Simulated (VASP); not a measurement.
Write the native input for VASP 6.6.1 that does the following.

| Property | Result |
| --- | --- |
| Task | single point |
| Functional | r2SCAN |
| Potentials or basis | VASP PAW PBE potentials, release 64 (Li_sv, Ta_pv, O) |
| Cutoff | 520 eV |
| k mesh | 10 × 10 × 10 |
| Occupations | gaussian, width 0.02 eV |
| Spin | no spin polarisation |
| Dipole correction | no |
| Further INCAR settings | ALGO = Normal; EDIFF = 1e-07; NBANDS = 32 |

Crystal: Li3TaO4.

```
Li Ta O
1.0
    -2.04951    2.04951    4.36545
     2.04951   -2.04951    4.36545
     2.04951    2.04951   -4.36545
Li Ta O
3 1 4
Direct
  0.50000 0.50000 0.00000
  0.25000 0.75000 0.50000
  0.75000 0.25000 0.50000
  0.00000 0.00000 0.00000
  0.00000 0.50000 0.50000
  0.78014 0.78014 0.00000
  0.50000 0.00000 0.50000
  0.21986 0.21986 0.00000
```

This cell differs from its parent crystal: volume scaled by 1.03, then relaxed in part.

The input as run:

POSCAR

```
Li3TaO4
1.0
   -2.0495109699      2.0495109699      4.3654525923
    2.0495109699     -2.0495109699      4.3654525923
    2.0495109699      2.0495109699     -4.3654525923
Li Ta O
3 1 4
Direct
    0.5000000000      0.5000000000      0.0000000000
    0.2500000000      0.7500000000      0.5000000000
    0.7500000000      0.2500000000      0.5000000000
    0.0000000000      0.0000000000      0.0000000000
    0.0000000000      0.5000000000      0.5000000000
    0.7801429359      0.7801429359      0.0000000000
    0.5000000000      0.0000000000      0.5000000000
    0.2198570641      0.2198570641      0.0000000000
```

INCAR.step1

```
  ALGO = Normal
  EDIFF = 1E-4
  ENCUT = 520
  GGA = PE
  ISMEAR = 0
  LASPH = T
  LCHARG = F
  LREAL = F
  LWAVE = T
  NBANDS = 32
  NELM = 100
  PREC = Accurate
  SIGMA = 0.02
```

INCAR.step2

```
  ALGO = Normal
  EDIFF = 1E-7
  ENCUT = 520
  ISIF = 2
  ISMEAR = 0
  ISTART = 1
  LASPH = T
  LCHARG = F
  LMIXTAU = T
  LREAL = F
  LWAVE = F
  METAGGA = R2SCAN
  NBANDS = 32
  NELM = 100
  PREC = Accurate
  SIGMA = 0.02
```

KPOINTS

```
k-points
0
Gamma
  10 10 10
```

Potentials or basis: VASP PAW PBE potentials, release 64 (Li_sv, Ta_pv, O).

Run with:

```sh
$ cat potpaw_PBE.64/Li_sv/POTCAR potpaw_PBE.64/Ta_pv/POTCAR potpaw_PBE.64/O/POTCAR > POTCAR
$ cp INCAR.step1 INCAR
$ mpirun -np 1 vasp_std > vasp.out
$ cp INCAR.step2 INCAR
$ mpirun -np 1 vasp_std > vasp.out
```

It gave:

The largest force is 0.181 eV/Å and the band gap on the k mesh is 2.07 eV, indirect (least direct gap 2.14 eV).

Caveat: the PAW data sets were made with another functional, which shifts forces and pressure a little; spin-orbit coupling is left out, which moves the levels of the heavy elements.

It took 22 min on 1 thread of Oxide Virtual Turin-like Processor, on a shared host, peak memory 0.37 GiB.
